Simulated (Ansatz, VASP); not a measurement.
Given: the input of a run of Ansatz 0.2.0 on Ta2N.

input.yaml

```yaml
crystal:
  lattice:
    - [3.112861506, 0.0, 0.0]
    - [-1.556430753, 2.6958171426, 0.0]
    - [0.0, 0.0, 4.869841]
  atoms:
    - { symbol: Ta, position: [0.3333333333, 0.6666666667, 0.254711] }
    - { symbol: Ta, position: [0.6666666667, 0.3333333333, 0.745289] }
    - { symbol: "N", position: [0.0, 0.0, 0.0] }
hamiltonian:
  xc: r2scan
  pseudopotentials: { kind: paw }
  dispersion: d3bj
kpoints:
  mp_grid: { grid: [10, 10, 6] }
scf:
  occupations: { method: fermi_dirac, width: 0.05 }
output:
  forces: true
  stress: true
  eigenvalues: true
relax:
  f_tol: 0.01
  max_steps: 40
  cell: { stress_tol: 0.05 }
```

Potentials or basis: Ansatz PAW.

The run is started by

```sh
$ ansatz run input.yaml --threads 2 --pin off --max-ram 5632MiB --backend cpu --events-out ev --progress --plain --runs-dir out
```

Task: Translate it to VASP 6.6.1. Potentials there: VASP PAW PBE potentials, release 64 (Ta_pv, N).

Result: As run (the cutoff follows the program's own potentials):

The input POSCAR:

```
Ta2N
1.0
    3.1128615060      0.0000000000      0.0000000000
   -1.5564307530      2.6958171426      0.0000000000
    0.0000000000      0.0000000000      4.8698410000
Ta N
2 1
Direct
    0.3333333333      0.6666666667      0.2547110000
    0.6666666667      0.3333333333      0.7452890000
    0.0000000000      0.0000000000      0.0000000000
```

File INCAR.step1:

```
SYSTEM = Ta2N
PREC = Accurate
ENCUT = 600
ISMEAR = -1
SIGMA = 0.05
LREAL = .False.
LASPH = .True.
NELM = 100
GGA = PE
ALGO = Normal
EDIFF = 1E-4
LWAVE = .True.
LCHARG = .False.
```

INCAR.step2

```
SYSTEM = Ta2N
PREC = Accurate
ENCUT = 600
EDIFF = 1E-6
ISMEAR = -1
SIGMA = 0.05
LREAL = .False.
LASPH = .True.
NELM = 100
ALGO = Normal
ISIF = 3
LWAVE = .False.
LCHARG = .False.
METAGGA = R2SCAN
LMIXTAU = .True.
IVDW = 12
VDW_S6 = 1.0
VDW_S8 = 0.78981345
VDW_A1 = 0.49484001
VDW_A2 = 5.73083694
IBRION = 2
NSW = 60
EDIFFG = -0.01
ISTART = 1
```

The input KPOINTS:

```
Automatic mesh
0
Gamma
  10 10 6
  0 0 0
```

Potentials or basis: VASP PAW PBE potentials, release 64 (Ta_pv, N).

The run is started by

```bash
$ cat potpaw_PBE.64/Ta_pv/POTCAR potpaw_PBE.64/N/POTCAR > POTCAR
$ cp INCAR.step1 INCAR
$ mpirun -np 1 vasp_std > vasp.out
$ cp INCAR.step2 INCAR
$ mpirun -np 1 vasp_std > vasp.out
```

Both were run:

|  | VASP | Ansatz | Ansatz less VASP |
| --- | --- | --- | --- |
| gap on the k mesh at the Fermi level, each at its own relaxed structure (eV) | none | none | - |
| relaxed volume (Å³/atom) | 13.26 | 13.21 | -0.045 |
| relaxed cell length with the largest relative difference (Å) | 4.895 | 4.889 | -0.0056 |

VASP's potentials were made for PBE, not for r2SCAN. A gap of «none» marks a metal or a gap that the smearing closes. VASP's potentials hold 27 valence electrons a cell and Ansatz's 31, so a difference there can come from the potentials and not from the codes.

Neither program's run includes spin-orbit coupling. Noted on Ansatz's run: the plane-wave basis is chosen anew once the cell has moved, so the energies of steps on either side of that aren't comparable.
